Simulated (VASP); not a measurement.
A run of VASP 6.6.1:

INCAR

```
PREC = Accurate ; ENCUT = 520
EDIFF = 1E-7 ; ISMEAR = 0
SIGMA = 0.1 ; LREAL = F
LASPH = T ; NELM = 100
ALGO = Normal ; ISIF = 2
LWAVE = F ; LCHARG = F
GGA = PE ; NBANDS = 53
```

Contents of KPOINTS:

```
regular mesh
0
Gamma
  4 4 8
```

POSCAR

```
CaAuI3
1.0
    9.0958315811      0.0000000000      0.0000000000
    0.0000000000      9.0958315811      0.0000000000
    0.0000000000      0.0000000000      5.1974321244
Ca Au I
2 2 6
Direct
    0.0000000000      0.5000000000      0.5000000000
    0.5000000000      0.0000000000      0.5000000000
    0.5000000000      0.5000000000      0.0000000000
    0.0000000000      0.0000000000      0.0000000000
    0.8507245625      0.3507245625      0.0000000000
    0.6492754375      0.8507245625      0.0000000000
    0.5000000000      0.5000000000      0.5000000000
    0.1492754375      0.6492754375      0.0000000000
    0.3507245625      0.1492754375      0.0000000000
    0.0000000000      0.0000000000      0.5000000000
```

Potentials or basis: VASP PAW PBE potentials, release 64 (Ca_sv, Au, I).

Run with:

```sh
$ cat potpaw_PBE.64/Ca_sv/POTCAR potpaw_PBE.64/Au/POTCAR potpaw_PBE.64/I/POTCAR > POTCAR
$ mpirun -np 1 vasp_std > vasp.out
```

Hardware: 1 thread of Intel(R) Xeon(R) Platinum 8488C (Sapphire Rapids), on a shared host.

**Question.** Estimate the wall time of this run.

**Answer.** It took 11 min on 1 thread of Intel(R) Xeon(R) Platinum 8488C (Sapphire Rapids), on a shared host, peak memory 0.84 GiB. Counts: scf iterations 18, k points 30.
